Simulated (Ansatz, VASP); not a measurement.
# One calculation of HfB, two programs

The input INCAR:

```
PREC = Accurate
ENCUT = 500
EDIFF = 1E-7
ISMEAR = 0
SIGMA = 0.1
LREAL = F
LASPH = T
NELM = 120
ALGO = Normal
ISIF = 3
LWAVE = F
LCHARG = F
GGA = PE
IBRION = 2
NSW = 70
EDIFFG = -0.02
GGA_COMPAT = F
NELMIN = 4
```

The input KPOINTS:

```
regular mesh
0
Gamma
  20 20 20
```

POSCAR

```
HfB
1.0
    0.0000000000      2.4181400994      2.4181400994
    2.4181400994      0.0000000000      2.4181400994
    2.4181400994      2.4181400994      0.0000000000
Hf B
1 1
Direct
    0.5000000000      0.5000000000      0.5000000000
    0.0000000000      0.0000000000      0.0000000000
```

Input for Ansatz:

```yaml
crystal:
  lattice:
    - [0.0, 2.4181400994, 2.4181400994]
    - [2.4181400994, 0.0, 2.4181400994]
    - [2.4181400994, 2.4181400994, 0.0]
  atoms:
    - { symbol: Hf, position: [0.5, 0.5, 0.5] }
    - { symbol: B, position: [0.0, 0.0, 0.0] }
basis:
  ecutwfc: 420
kpoints:
  mp_grid: { grid: [20, 20, 20] }
hamiltonian:
  xc: pbe
scf:
  occupations: { method: gaussian, width: 0.1 }
output:
  forces: true
  stress: true
  eigenvalues: true
relax:
  adjacent_minimum: "off"
  f_tol: 0.02
  max_steps: 50
  cell: { stress_tol: 0.1 }
```

Alike in both runs: task relaxation of cell and atoms; functional PBE; k mesh 20 × 20 × 20; occupations gaussian, width 0.1 eV; no spin polarisation.

|  | VASP | Ansatz |
| --- | --- | --- |
| version | VASP 6.6.1 | Ansatz 0.2.0 |
| potentials or method | VASP PAW PBE potentials, release 64 (Hf_pv, B), cutoff 500 eV | scalar-relativistic, plane waves, PAW |
| valence electrons in the cell | 13 | 29 |

Ansatz gave:

* gap on the k mesh at the Fermi level, each at its own relaxed structure (eV): none
* relaxed volume (Å³/atom): 14.12
* relaxed cell length with the largest relative difference (Å): 3.418

Problem. Estimate VASP's values.

Solution. gap on the k mesh at the Fermi level, each at its own relaxed structure (eV): none; relaxed volume (Å³/atom): 14.14; relaxed cell length with the largest relative difference (Å): 3.420.

A gap of «none» marks a metal or a gap that the smearing closes. VASP's potentials hold 13 valence electrons a cell and Ansatz's 29, so a difference there can come from the potentials and not from the codes.

Spin-orbit coupling is off throughout. Noted on VASP's run: the relaxation stopped at its first step, so nothing moved.
